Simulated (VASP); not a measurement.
# CsBa3 (Pm-3m) in VASP: a series of runs

The runs below take CsBa3 through single point, with PBE.

Everything below comes from runs of VASP 6.6.1. Logs are shortened: lines on timing, memory, paths and dates and some standing lists are left out, and cuts for length are marked.

**1. The cell of the first run**

The structure is cubic, space group Pm-3m (No. 221). Conventional cell: a = 6.604 Å, b = 6.604 Å, c = 6.604 Å, α = 90.00°, β = 90.00°, γ = 90.00°.

**2. Single point, PBE**

INCAR

```
SYSTEM = CsBa3
PREC = Accurate
ENCUT = 520
EDIFF = 1E-6
ISMEAR = 1
SIGMA = 0.1
LREAL = .FALSE.
LASPH = .TRUE.
NELM = 80
ALGO = Normal
ISIF = 2
LWAVE = .FALSE.
LCHARG = .TRUE.
GGA = PE
LELF = .TRUE.
LVHAR = .TRUE.
NBANDS = 28
```

KPOINTS

```
regular mesh
0
G
  4 4 4
  0 0 0
```

POSCAR

```
CsBa3
1.0
    6.6043700000      0.0000000000      0.0000000000
    0.0000000000      6.6043700000      0.0000000000
    0.0000000000      0.0000000000      6.6043700000
Cs Ba
1 3
Direct
    0.0000000000      0.0000000000      0.0000000000
    0.0000000000      0.5000000000      0.5000000000
    0.5000000000      0.0000000000      0.5000000000
    0.5000000000      0.5000000000      0.0000000000
```

Potentials or basis: VASP PAW PBE potentials, release 64 (Cs_sv, Ba_sv).

Command:

```bash
$ cat potpaw_PBE.64/Cs_sv/POTCAR potpaw_PBE.64/Ba_sv/POTCAR > POTCAR
$ mpirun -np 1 vasp_std > vasp.out
```

OUTCAR:

```text
SYSTEM = CsBa3
   PREC = Accurate
   ENCUT = 520
   EDIFF = 1E-6
   ISMEAR = 1
   LREAL = .FALSE.
   LASPH = .TRUE.
   NELM = 80
   ISIF = 2
   GGA = PE

 ion  position               nearest neighbor table
   1  0.000  0.000  0.000-
   2  0.000  0.500  0.500-   3 4.67   4 4.67   4 4.67   3 4.67   3 4.67   4 4.67   4 4.67   3 4.67

   3  0.500  0.000  0.500-   2 4.67   4 4.67   4 4.67   2 4.67   4 4.67   4 4.67   2 4.67   2 4.67

   4  0.500  0.500  0.000-   2 4.67   3 4.67   2 4.67   3 4.67   3 4.67   3 4.67   2 4.67   2 4.67

  LATTYP: Found a simple cubic cell.
 ALAT       =     6.6043700000

  Lattice vectors:

 A1 = (   6.6043700000,   0.0000000000,   0.0000000000)
 A2 = (   0.0000000000,   6.6043700000,   0.0000000000)
 A3 = (   0.0000000000,   0.0000000000,   6.6043700000)

Analysis of symmetry for initial positions (statically):
=====================================================================
 Subroutine PRICEL returns:
 Original cell was already a primitive cell.

 Routine SETGRP: Setting up the symmetry group for a
 simple cubic supercell.

 Subroutine GETGRP returns: Found 48 space group operations
 (whereof 48 operations were pure point group operations)
 out of a pool of 48 trial point group operations.

The static configuration has the point symmetry O_h .

Analysis of symmetry for dynamics (positions and initial velocities):
=====================================================================
 Subroutine PRICEL returns:
 Original cell was already a primitive cell.

 Routine SETGRP: Setting up the symmetry group for a
 simple cubic supercell.

 Subroutine GETGRP returns: Found 48 space group operations
 (whereof 48 operations were pure point group operations)
 out of a pool of 48 trial point group operations.

The dynamic configuration has the point symmetry O_h .

 Subroutine INISYM returns: Found 48 space group operations
 (whereof 48 operations are pure point group operations),
 and found     1 'primitive' translations

----------------------------------------------------------------------------------------

                                     Primitive cell

  volume of cell :     288.0674

  direct lattice vectors                    reciprocal lattice vectors
     6.604370000  0.000000000  0.000000000     0.151414897  0.000000000  0.000000000
     0.000000000  6.604370000  0.000000000     0.000000000  0.151414897  0.000000000
     0.000000000  0.000000000  6.604370000     0.000000000  0.000000000  0.151414897

  length of vectors
     6.604370000  6.604370000  6.604370000     0.151414897  0.151414897  0.151414897

  position of ions in fractional coordinates (direct lattice)
     0.000000000  0.000000000  0.000000000
     0.000000000  0.500000000  0.500000000
     0.500000000  0.000000000  0.500000000
     0.500000000  0.500000000  0.000000000

  ion indices of the primitive-cell ions
   primitive index   ion index
                 1           1
                 2           2
                 3           3
                 4           4

----------------------------------------------------------------------------------------

 KPOINTS: regular mesh

Automatic generation of k-mesh.
 Grid dimensions read from file:
 generate k-points for:    4    4    4

 Generating k-lattice:

  Cartesian coordinates                     Fractional coordinates (reciprocal lattice)
     0.037853724  0.000000000  0.000000000     0.250000000  0.000000000  0.000000000
     0.000000000  0.037853724  0.000000000     0.000000000  0.250000000  0.000000000
     0.000000000  0.000000000  0.037853724     0.000000000  0.000000000  0.250000000

  Length of vectors
     0.037853724  0.037853724  0.037853724

  Shift w.r.t. Gamma in fractional coordinates (k-lattice)
     0.000000000  0.000000000  0.000000000

 Subroutine IBZKPT returns following result:
 ===========================================

 Found     10 irreducible k-points:

 Following reciprocal coordinates:
            Coordinates               Weight
  0.000000  0.000000  0.000000      1.000000
  0.250000  0.000000  0.000000      6.000000
  0.500000  0.000000  0.000000      3.000000
  0.250000  0.250000  0.000000     12.000000
  0.500000  0.250000  0.000000     12.000000
  0.500000  0.500000  0.000000      3.000000
  0.250000  0.250000  0.250000      8.000000
  0.500000  0.250000  0.250000     12.000000
  0.500000  0.500000  0.250000      6.000000
  0.500000  0.500000  0.500000      1.000000
   k-points           NKPTS =     10   k-points in BZ     NKDIM =     10   number of bands    NBANDS=     28
   number of dos      NEDOS =    301   number of ions     NIONS =      4
   total plane-waves  NPLWV = 125000
   dimension x,y,z NGX =    50 NGY =   50 NGZ =   50
   dimension x,y,z NGXF=   100 NGYF=  100 NGZF=  100
   ions per type =               1   3
   NGX,Y,Z   is equivalent  to a cutoff of  12.59, 12.59, 12.59 a.u.
   NGXF,Y,Z  is equivalent  to a cutoff of  25.17, 25.17, 25.17 a.u.
 SYSTEM =  CsBa3
   PREC   = accura    normal or accurate (medium, high low for compatibility)
   ISTART =      0    job   : 0-new  1-cont  2-samecut
   ICHARG =      2    charge: 1-file 2-atom 10-const
   ISPIN  =      1    spin polarized calculation?
   LNONCOLLINEAR =      F non collinear calculations
   LSORBIT =      F    spin-orbit coupling
   LASPH  =      T    aspherical Exc in radial PAW
   ENCUT  =  520.0 eV  38.22 Ry    6.18 a.u.  12.28 12.28 12.28*2*pi/ulx,y,z
   NELM   =     80;   NELMIN=  2; NELMDL= -5     # of ELM steps
   EDIFF  = 0.1E-05   stopping-criterion for ELM
   LREAL  =      F    real-space projection
   EDIFFG = 0.1E-04   stopping-criterion for IOM
   NSW    =      0    number of steps for IOM
   IBRION =     -1    ionic relax: 0-MD 1-quasi-New 2-CG
   NFREE  =      0    steps in history (QN), initial steepest desc. (CG)
   ISIF   =      2    stress and relaxation
   ISYM   =      2    0-nonsym 1-usesym 2-fastsym
   POTIM  = 0.5000    time-step for ionic-motion
   TEBEG  =    0.0;   TEEND  =   0.0 temperature during run
   PSTRESS=    0.0 pullay stress
   NELECT =      39.0000    total number of electrons
   NUPDOWN=      -1.0000    fix difference up-down
   EMIN   =  10.00;   EMAX   =-10.00  energy-range for DOS
   EFERMI =   0.00;   METHOD = LEGACY
   ISMEAR =     1;   SIGMA  =   0.10  broadening in eV -4-tet -1-fermi 0-gaus
   EFERMI_NEDOS =   21; number of points for ismear=-14 and -15
   IALGO  =     38    algorithm
   IMIX   =      4    mixing-type and parameters
     AMIX     =   0.40;   BMIX     =  1.00
     AMIX_MAG =   1.60;   BMIX_MAG =  1.00
  volume/ion in A,a.u.               =      72.02       485.99
  Fermi-wavevector in a.u.,A,eV,Ry     =   0.840617  1.588536  9.614385  0.706637
  Thomas-Fermi vector in A             =   1.955028
   LORBIT       =      0    0 simple, 1 ext, 2 COOP (PROOUT), +10 PAW based schemes
   GGA     = PE    functional components
   LHFCALC =     F    Hartree Fock is set to
   AEXX    =    0.0000 exact exchange contribution
   IVDW    =     0    specifies the selected vdW correction
   LEPSILON=     F    determine dielectric tensor
   LRPA    =     F    only Hartree local field effects (RPA)
 non-spin polarized calculation
 Methfessel and Paxton  Order N= 1 SIGMA  =   0.10
  energy-cutoff  :      520.00
  volume of cell :      288.07
 maximum number of plane-waves:      7809
 NGX is ok and might be reduce to    50
   NGX = 25   NGY = 25   NGZ = 25

 number of electron      38.9999992 magnetization

 Free energy of the ion-electron system (eV)
  ---------------------------------------------------
  ext. energy  EPLUGINS =         0.00000000
  ---------------------------------------------------
  free energy    TOTEN  =        -5.96625968 eV

  energy without entropy =       -5.96229875  energy(sigma->0) =       -5.96493937

 E-fermi :   1.3498     XC(G=0):  -6.9405

 val. band max:        1.3215406556   @ k =   0.5000   0.2500   0.2500
 cond. band min:       1.3606052987   @ k =   0.5000   0.0000   0.0000
 fundamental gap:      0.0390646430
 Fermi energy:         1.3498285542

 k-point     1 :       0.0000    0.0000    0.0000
  band No.  band energies     occupation
      1     -27.9553      2.00000
      2     -27.9338      2.00000
      3     -27.9338      2.00000
      4     -21.5132      2.00000
      5     -13.1976      2.00000
      6     -13.1976      2.00000
[... 20 lines left out ...]
     27       3.2055     -0.00000
     28       3.2055     -0.00000

 k-point     2 :       0.2500    0.0000    0.0000
  band No.  band energies     occupation
      1     -27.9525      2.00000
      2     -27.9365      2.00000
      3     -27.9338      2.00000
      4     -21.5132      2.00000
      5     -13.1817      2.00000
      6     -13.1817      2.00000
[... 20 lines left out ...]
     27       2.8407     -0.00000
     28       3.3955      0.00000

 k-point     3 :       0.5000    0.0000    0.0000
  band No.  band energies     occupation
      1     -27.9481      2.00000
      2     -27.9409      2.00000
      3     -27.9338      2.00000
      4     -21.5132      2.00000
      5     -13.1592      2.00000
      6     -13.1592      2.00000
[... 20 lines left out ...]
     27       2.8404     -0.00000
     28       3.0107     -0.00000

 k-point     4 :       0.2500    0.2500    0.0000
  band No.  band energies     occupation
      1     -27.9501      2.00000
      2     -27.9373      2.00000
      3     -27.9353      2.00000
      4     -21.5132      2.00000
      5     -13.1882      2.00000
      6     -13.1651      2.00000
[... 20 lines left out ...]
     27       2.7312     -0.00000
     28       3.3019     -0.00000

 k-point     5 :       0.5000    0.2500    0.0000
  band No.  band energies     occupation
      1     -27.9460      2.00000
      2     -27.9409      2.00000
      3     -27.9358      2.00000
      4     -21.5132      2.00000
      5     -13.1682      2.00000
      6     -13.1601      2.00000
[... 20 lines left out ...]
     27       2.7197     -0.00000
     28       2.8864     -0.00000

 k-point     6 :       0.5000    0.5000    0.0000
  band No.  band energies     occupation
      1     -27.9409      2.00000
      2     -27.9409      2.00000
      3     -27.9409      2.00000
      4     -21.5131      2.00000
      5     -13.1917      2.00000
      6     -13.1596      2.00000
[... 20 lines left out ...]
     27       2.4332     -0.00000
     28       2.7308     -0.00000

 k-point     7 :       0.2500    0.2500    0.2500
  band No.  band energies     occupation
      1     -27.9481      2.00000
      2     -27.9373      2.00000
      3     -27.9373      2.00000
      4     -21.5132      2.00000
      5     -13.2048      2.00000
      6     -13.1550      2.00000
[... 20 lines left out ...]
     27       2.8471     -0.00000
     28       3.3589      0.00000

 k-point     8 :       0.5000    0.2500    0.2500
  band No.  band energies     occupation
      1     -27.9445      2.00000
      2     -27.9409      2.00000
      3     -27.9373      2.00000
      4     -21.5131      2.00000
      5     -13.1972      2.00000
      6     -13.1716      2.00000
[... 20 lines left out ...]
     27       2.8310     -0.00000
     28       3.0932     -0.00000

 k-point     9 :       0.5000    0.5000    0.2500
  band No.  band energies     occupation
      1     -27.9409      2.00000
      2     -27.9409      2.00000
      3     -27.9409      2.00000
      4     -21.5130      2.00000
      5     -13.2098      2.00000
      6     -13.1933      2.00000
[... 20 lines left out ...]
     27       2.8236     -0.00000
     28       2.9206     -0.00000

 k-point    10 :       0.5000    0.5000    0.5000
  band No.  band energies     occupation
      1     -27.9409      2.00000
      2     -27.9409      2.00000
      3     -27.9409      2.00000
      4     -21.5129      2.00000
      5     -13.2411      2.00000
      6     -13.1949      2.00000
[... 20 lines left out ...]
     27       2.7093     -0.00000
     28       3.0615     -0.00000

------------------------ aborting loop because EDIFF is reached ----------------------------------------

  FORCE on cell =-STRESS in cart. coord.  units (eV):
  Direction    XX          YY          ZZ          XY          YZ          ZX
  --------------------------------------------------------------------------------------
  -------------------------------------------------------------------------------------
  Total       -0.1153808     -0.1153808     -0.1153808      0.0000000     -0.0000000      0.0000000
  in kB       -0.6417266     -0.6417266     -0.6417266      0.0000000     -0.0000000      0.0000000
  external PRESSURE =      -0.6417266 kB  Pullay stress =       0.0000000 kB

 VOLUME and BASIS-vectors are now :
 -----------------------------------------------------------------------------
  energy-cutoff  :      520.00
  volume of cell :      288.07
      direct lattice vectors                 reciprocal lattice vectors
     6.604370000  0.000000000  0.000000000     0.151414897  0.000000000  0.000000000
     0.000000000  6.604370000  0.000000000     0.000000000  0.151414897  0.000000000
     0.000000000  0.000000000  6.604370000     0.000000000  0.000000000  0.151414897

 POSITION                                       TOTAL-FORCE (eV/Angst)
 -----------------------------------------------------------------------------------
      0.00000      0.00000      0.00000         0.000000      0.000000      0.000000
      0.00000      3.30219      3.30219         0.000000      0.000000      0.000000
      3.30219      0.00000      3.30219         0.000000      0.000000      0.000000
      3.30219      3.30219      0.00000         0.000000      0.000000      0.000000
 -----------------------------------------------------------------------------------
    total drift:                                0.000000     -0.000000      0.000000

  FREE ENERGIE OF THE ION-ELECTRON SYSTEM (eV)
  ---------------------------------------------------
  free  energy   TOTEN  =        -5.9662596849 eV

  energy  without entropy=       -5.9622987489  energy(sigma->0) =       -5.96493937
```

It took 42 s on 1 thread of Intel Xeon 6975P-C, shared host; peak memory 0.37 GiB.

What came out:

```yaml
Free_energy: -5.9663 eV
Pressure: -0.1 GPa
```

Levels at points of the mesh, in eV from the Fermi level:
```
           k point  band 17  band 18  band 19  band 20  band 21  band 22  band 23  band 24
(0.00, 0.00, 0.00)    -2.54    -0.60    -0.53    -0.53     0.05     0.05     0.05     1.86
(0.50, 0.00, 0.00)    -1.52    -1.25     0.01     0.22     0.47     0.73     0.73     0.79
(0.50, 0.50, 0.00)    -0.68    -0.59    -0.59    -0.21     0.55     0.79     0.79     0.90
(0.50, 0.50, 0.50)    -0.84    -0.84    -0.84    -0.44     0.65     1.08     1.08     1.08
```

Caveat: spin-orbit coupling is left out, which moves the levels of the heavy elements.

**3. Single point, PBE**

INCAR

```
  PREC = Accurate
  ENCUT = 520
  EDIFF = 1E-6
  ISMEAR = 1
  SIGMA = 0.1
  LREAL = F
  LASPH = T
  NELM = 100
  ALGO = Normal
  ISIF = 2
  LWAVE = F
  LCHARG = T
  GGA = PE
  LELF = T
  LVHAR = T
  NBANDS = 28
```

KPOINTS

```
regular mesh
0
Gamma
  4 4 4
```

POSCAR is that of step 2.

Potentials or basis: VASP PAW PBE potentials, release 64 (Cs_sv, Ba_sv).

Command:

```bash
$ cat potpaw_PBE.64/Cs_sv/POTCAR potpaw_PBE.64/Ba_sv/POTCAR > POTCAR
$ mpirun -np 1 vasp_std > vasp.out
```

Wall time 47 s (1 thread of Intel Xeon 6975P-C, shared host); peak memory 0.37 GiB.

It converged, with:

```
Free energy : -5.9663 eV
Pressure    : -0.1 GPa
```

Levels at points of the mesh, in eV from the Fermi level:
```csv
k point,band 17,band 18,band 19,band 20,band 21,band 22,band 23,band 24
"(0.00, 0.00, 0.00)",-2.54,-0.60,-0.53,-0.53,0.05,0.05,0.05,1.86
"(0.50, 0.00, 0.00)",-1.52,-1.25,0.01,0.22,0.47,0.73,0.73,0.79
"(0.50, 0.50, 0.00)",-0.68,-0.59,-0.59,-0.21,0.55,0.79,0.79,0.90
"(0.50, 0.50, 0.50)",-0.84,-0.84,-0.84,-0.44,0.65,1.08,1.08,1.08
```

Caveat: spin-orbit coupling is left out, which moves the levels of the heavy elements.
